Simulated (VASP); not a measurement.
# CoSi2 (Fm-3m) in VASP: a series of runs

Aim: see how the results for CoSi2 move with the level of theory and the settings. Levels: revPBE+D3(BJ), PBE+D3(BJ). Tasks: single point.

Everything below comes from runs of VASP 6.6.1. Logs are shortened: lines on timing, memory, paths and dates and some standing lists are left out, and cuts for length are marked.

## 1. The cell of the first run

The structure is cubic, space group Fm-3m (No. 225). The conventional cell has a = 5.273 Å, b = 5.273 Å, c = 5.273 Å, α = 90.00°, β = 90.00°, γ = 90.00°. Within 3.0 Å of Co (site symmetry m-3m) lie 8 Si at 2.28 Å. Within 3.0 Å of Si (site symmetry -43m) lie 4 Co at 2.28 Å and 6 Si at 2.64 Å.

## 2. Single point, revPBE+D3(BJ), collinear spin, ferromagnetic start

The input, INCAR:

```
PREC = Accurate
ENCUT = 520
EDIFF = 1E-6
ISMEAR = -1
SIGMA = 0.1
LREAL = False
LASPH = True
NELM = 150
ALGO = Normal
ISIF = 2
LWAVE = False
LCHARG = False
ISPIN = 2
MAGMOM = 2.5 0 0
LORBIT = 11
LMAXMIX = 4
GGA = RE
IVDW = 12
NBANDS = 20
```

The input, KPOINTS:

```
regular mesh
0
Gamma
  11 11 11
```

The input, POSCAR:

```
CoSi2
1.0
    0.0000000000      2.6364097034      2.6364097034
    2.6364097034      0.0000000000      2.6364097034
    2.6364097034      2.6364097034      0.0000000000
Co Si
1 2
Direct
    0.0000000000      0.0000000000      0.0000000000
    0.2500000000      0.2500000000      0.2500000000
    0.7500000000      0.7500000000      0.7500000000
```

Potentials or basis: VASP PAW PBE potentials, release 64 (Co, Si).

Launch:

```
$ cat potpaw_PBE.64/Co/POTCAR potpaw_PBE.64/Si/POTCAR > POTCAR
$ mpirun -np 1 vasp_std > vasp.out
```

OUTCAR:

```text
PREC = Accurate
   ENCUT = 520
   EDIFF = 1E-6
   ISMEAR = -1
   LREAL = False
   LASPH = True
   NELM = 150
   ISIF = 2
   ISPIN = 2
   LORBIT = 11
   GGA = RE
   IVDW = 12
 IVDW          = 12

 ion  position               nearest neighbor table
   1  0.000  0.000  0.000-   3 2.28   3 2.28   3 2.28   2 2.28   3 2.28   2 2.28   2 2.28   2 2.28

   2  0.250  0.250  0.250-   1 2.28   1 2.28   1 2.28   1 2.28   3 2.64   3 2.64   3 2.64   3 2.64
                             3 2.64   3 2.64
   3  0.750  0.750  0.750-   1 2.28   1 2.28   1 2.28   1 2.28   2 2.64   2 2.64   2 2.64   2 2.64
                             2 2.64   2 2.64

  LATTYP: Found a face centered cubic cell.
 ALAT       =     5.2728194068

  Lattice vectors:

 A1 = (   0.0000000000,   2.6364097034,   2.6364097034)
 A2 = (   2.6364097034,   0.0000000000,   2.6364097034)
 A3 = (   2.6364097034,   2.6364097034,   0.0000000000)

Analysis of symmetry for initial positions (statically):
=====================================================================
 Subroutine PRICEL returns:
 Original cell was already a primitive cell.

 Routine SETGRP: Setting up the symmetry group for a
 face centered cubic supercell.

 Subroutine GETGRP returns: Found 48 space group operations
 (whereof 48 operations were pure point group operations)
 out of a pool of 48 trial point group operations.

The static configuration has the point symmetry O_h .

Analysis of symmetry for dynamics (positions and initial velocities):
=====================================================================
 Subroutine PRICEL returns:
 Original cell was already a primitive cell.

 Routine SETGRP: Setting up the symmetry group for a
 face centered cubic supercell.

 Subroutine GETGRP returns: Found 48 space group operations
 (whereof 48 operations were pure point group operations)
 out of a pool of 48 trial point group operations.

The dynamic configuration has the point symmetry O_h .

Analysis of structural, dynamic, and magnetic symmetry:
=====================================================================
 Subroutine PRICEL returns:
 Original cell was already a primitive cell.

 Routine SETGRP: Setting up the symmetry group for a
 face centered cubic supercell.

 Subroutine GETGRP returns: Found 48 space group operations
 (whereof 48 operations were pure point group operations)
 out of a pool of 48 trial point group operations.

The overall configuration has the point symmetry O_h .

 Subroutine INISYM returns: Found 48 space group operations
 (whereof 48 operations are pure point group operations),
 and found     1 'primitive' translations

----------------------------------------------------------------------------------------

                                     Primitive cell

  volume of cell :      36.6496

  direct lattice vectors                    reciprocal lattice vectors
     0.000000000  2.636409703  2.636409703    -0.189651858  0.189651858  0.189651858
     2.636409703  0.000000000  2.636409703     0.189651858 -0.189651858  0.189651858
     2.636409703  2.636409703  0.000000000     0.189651858  0.189651858 -0.189651858

  length of vectors
     3.728446359  3.728446359  3.728446359     0.328486655  0.328486655  0.328486655

  position of ions in fractional coordinates (direct lattice)
     0.000000000  0.000000000  0.000000000
     0.250000000  0.250000000  0.250000000
     0.750000000  0.750000000  0.750000000

  ion indices of the primitive-cell ions
   primitive index   ion index
                 1           1
                 2           2
                 3           3

----------------------------------------------------------------------------------------

 KPOINTS: regular mesh

Automatic generation of k-mesh.
 Grid dimensions read from file:
 generate k-points for:   11   11   11

 Generating k-lattice:

  Cartesian coordinates                     Fractional coordinates (reciprocal lattice)
    -0.017241078  0.017241078  0.017241078     0.090909091  0.000000000  0.000000000
     0.017241078 -0.017241078  0.017241078     0.000000000  0.090909091  0.000000000
     0.017241078  0.017241078 -0.017241078     0.000000000  0.000000000  0.090909091

  Length of vectors
     0.029862423  0.029862423  0.029862423

  Shift w.r.t. Gamma in fractional coordinates (k-lattice)
     0.000000000  0.000000000  0.000000000

 Subroutine IBZKPT returns following result:
 ===========================================

 Found     56 irreducible k-points:

 Following reciprocal coordinates:
            Coordinates               Weight
  0.000000  0.000000  0.000000      1.000000
  0.090909  0.000000  0.000000      8.000000
  0.181818  0.000000  0.000000      8.000000
  0.272727  0.000000  0.000000      8.000000
  0.363636  0.000000  0.000000      8.000000
  0.454545  0.000000  0.000000      8.000000
[... 16 lines left out ...]
 -0.272727  0.181818  0.000000     24.000000
 -0.181818  0.181818  0.000000     12.000000
 [... further k-points ...]
   k-points           NKPTS =     56   k-points in BZ     NKDIM =     56   number of bands    NBANDS=     20
   number of dos      NEDOS =    301   number of ions     NIONS =      3
   total plane-waves  NPLWV =  21952
   dimension x,y,z NGX =    28 NGY =   28 NGZ =   28
   dimension x,y,z NGXF=    56 NGYF=   56 NGZF=   56
   ions per type =               1   2
   NGX,Y,Z   is equivalent  to a cutoff of  12.48, 12.48, 12.48 a.u.
   NGXF,Y,Z  is equivalent  to a cutoff of  24.97, 24.97, 24.97 a.u.
 SYSTEM =  unknown system
   PREC   = accura    normal or accurate (medium, high low for compatibility)
   ISTART =      0    job   : 0-new  1-cont  2-samecut
   ICHARG =      2    charge: 1-file 2-atom 10-const
   ISPIN  =      2    spin polarized calculation?
   LNONCOLLINEAR =      F non collinear calculations
   LSORBIT =      F    spin-orbit coupling
   LASPH  =      T    aspherical Exc in radial PAW
   ENCUT  =  520.0 eV  38.22 Ry    6.18 a.u.   6.93  6.93  6.93*2*pi/ulx,y,z
   NELM   =    150;   NELMIN=  2; NELMDL= -5     # of ELM steps
   EDIFF  = 0.1E-05   stopping-criterion for ELM
   LREAL  =      F    real-space projection
   EDIFFG = 0.1E-04   stopping-criterion for IOM
   NSW    =      0    number of steps for IOM
   IBRION =     -1    ionic relax: 0-MD 1-quasi-New 2-CG
   NFREE  =      0    steps in history (QN), initial steepest desc. (CG)
   ISIF   =      2    stress and relaxation
   ISYM   =      2    0-nonsym 1-usesym 2-fastsym
   POTIM  = 0.5000    time-step for ionic-motion
   TEBEG  =    0.0;   TEEND  =   0.0 temperature during run
   PSTRESS=    0.0 pullay stress
   NELECT =      17.0000    total number of electrons
   NUPDOWN=      -1.0000    fix difference up-down
   EMIN   =  10.00;   EMAX   =-10.00  energy-range for DOS
   EFERMI =   0.00;   METHOD = LEGACY
   ISMEAR =    -1;   SIGMA  =   0.10  broadening in eV -4-tet -1-fermi 0-gaus
   EFERMI_NEDOS =   21; number of points for ismear=-14 and -15
   IALGO  =     38    algorithm
   IMIX   =      4    mixing-type and parameters
     AMIX     =   0.40;   BMIX     =  1.00
     AMIX_MAG =   1.60;   BMIX_MAG =  1.00
  volume/ion in A,a.u.               =      12.22        82.44
  Fermi-wavevector in a.u.,A,eV,Ry     =   1.267267  2.394788 21.850500  1.605966
  Thomas-Fermi vector in A             =   2.400424
   LORBIT       =     11    0 simple, 1 ext, 2 COOP (PROOUT), +10 PAW based schemes
   GGA     = RE    functional components
   LHFCALC =     F    Hartree Fock is set to
   AEXX    =    0.0000 exact exchange contribution
   IVDW    =    12    specifies the selected vdW correction
   LEPSILON=     F    determine dielectric tensor
   LRPA    =     F    only Hartree local field effects (RPA)
 spin polarized calculation
  energy-cutoff  :      520.00
  volume of cell :       36.65
 maximum number of plane-waves:       998
   NGX = 13   NGY = 13   NGZ = 13

 number of electron      17.0000008 magnetization      -0.0011303

 number of electron      17.0000008 magnetization       0.0004280

 Free energy of the ion-electron system (eV)
  ---------------------------------------------------
  ext. energy  EPLUGINS =         0.00000000
  ---------------------------------------------------
  free energy    TOTEN  =       -18.30969152 eV

  energy without entropy =      -18.27756321  energy(sigma->0) =      -18.29362736

 E-fermi :  10.8081     XC(G=0): -11.9321

 val. band max:       10.7818291602   @ k =   0.1818   0.0000   0.0000
 cond. band min:      10.8314865977   @ k =   0.3636   0.1818   0.0000
 fundamental gap:      0.0496574375
 Fermi energy:        10.8080914396

 spin component 1

 k-point     1 :       0.0000    0.0000    0.0000
  band No.  band energies     occupation
      1      -2.6843      1.00000
      2       6.5149      1.00000
      3       6.5149      1.00000
      4       6.5149      1.00000
      5       8.7323      1.00000
      6       8.7323      1.00000
[... 12 lines left out ...]
     19      21.6071      0.00000
[... 513 lines left out ...]
      4       7.1770      1.00000
      5       8.0939      1.00000
      6       8.8766      1.00000
[... 12 lines left out ...]
     19      25.4293      0.00000
     20      27.2756      0.00000

 [... further k-points ...]

 spin component 2

 k-point     1 :       0.0000    0.0000    0.0000
  band No.  band energies     occupation
      1      -2.6844      1.00000
      2       6.5150      1.00000
      3       6.5150      1.00000
      4       6.5150      1.00000
      5       8.7323      1.00000
      6       8.7323      1.00000
[... 12 lines left out ...]
     19      21.6073      0.00000
[... 513 lines left out ...]
      4       7.1771      1.00000
      5       8.0939      1.00000
      6       8.8767      1.00000
[... 12 lines left out ...]
     19      25.4294      0.00000
     20      27.2756      0.00000

 [... further k-points ...]

------------------------ aborting loop because EDIFF is reached ----------------------------------------

 Edisp (eV)   -2.71370

 E8    (eV) :    -1.8746

  FORCE on cell =-STRESS in cart. coord.  units (eV):
  Direction    XX          YY          ZZ          XY          YZ          ZX
  --------------------------------------------------------------------------------------
  -------------------------------------------------------------------------------------
  Total      -0.12793    -0.12793    -0.12793     0.00000     0.00000     0.00000
  in kB      -5.59265    -5.59265    -5.59265     0.00000     0.00000     0.00000
  external pressure =       -5.59 kB  Pullay stress =        0.00 kB

 VOLUME and BASIS-vectors are now :
 -----------------------------------------------------------------------------
  energy-cutoff  :      520.00
  volume of cell :       36.65
      direct lattice vectors                 reciprocal lattice vectors
     0.000000000  2.636409703  2.636409703    -0.189651858  0.189651858  0.189651858
     2.636409703  0.000000000  2.636409703     0.189651858 -0.189651858  0.189651858
     2.636409703  2.636409703  0.000000000     0.189651858  0.189651858 -0.189651858

 POSITION                                       TOTAL-FORCE (eV/Angst)
 -----------------------------------------------------------------------------------
      0.00000      0.00000      0.00000         0.000000     -0.000000      0.000000
      1.31820      1.31820      1.31820         0.000000      0.000000     -0.000000
      3.95461      3.95461      3.95461        -0.000000     -0.000000      0.000000
 -----------------------------------------------------------------------------------
    total drift:                               -0.000000     -0.000000      0.000000

  FREE ENERGIE OF THE ION-ELECTRON SYSTEM (eV)
  ---------------------------------------------------
  free  energy   TOTEN  =       -21.0233932564 eV

  energy  without entropy=      -20.9912649481  energy(sigma->0) =      -21.00732910

 total charge

# of ion       s       p       d       tot
------------------------------------------
    1        0.568   0.781   7.641   8.989
    2        0.716   0.906   0.000   1.622
    3        0.716   0.906   0.000   1.622
--------------------------------------------------
tot          2.001   2.592   7.641  12.234

 magnetization (x)

# of ion       s       p       d       tot
------------------------------------------
    1       -0.000   0.000   0.000   0.000
    2        0.000  -0.000   0.000   0.000
    3        0.000  -0.000   0.000   0.000
--------------------------------------------------
tot          0.000  -0.000   0.000   0.000
```

Wall time 2.4 min (1 thread of Intel Xeon 8259CL, shared host); peak memory 0.22 GiB.

Results:

```
Free energy                                           : -21.0234 eV
Pressure                                              : -0.6 GPa
Net moment                                            : 0.00 μB per cell
Valence electrons inside the program's atomic spheres : Co 8.99; Si 1.62
Dispersion energy per atom                            : -0.905 eV
```

Levels at points of the mesh, in eV from the Fermi level:
Spin up:
```tsv
k point	band 6	band 7	band 8	band 9	band 10	band 11	band 12	band 13
(0.00, 0.00, 0.00)	-2.08	1.31	3.43	3.43	3.43	3.60	3.60	3.60
```
Spin down:
| k point | band 6 | band 7 | band 8 | band 9 | band 10 | band 11 | band 12 | band 13 |
| --- | --- | --- | --- | --- | --- | --- | --- | --- |
| (0.00, 0.00, 0.00) | -2.08 | 1.31 | 3.43 | 3.43 | 3.43 | 3.60 | 3.60 | 3.60 |

Caveat: the moments typed at the start vanished in this run; the PAW data sets were made with another functional, which shifts forces and pressure a little.

[end of part 1 of 2]
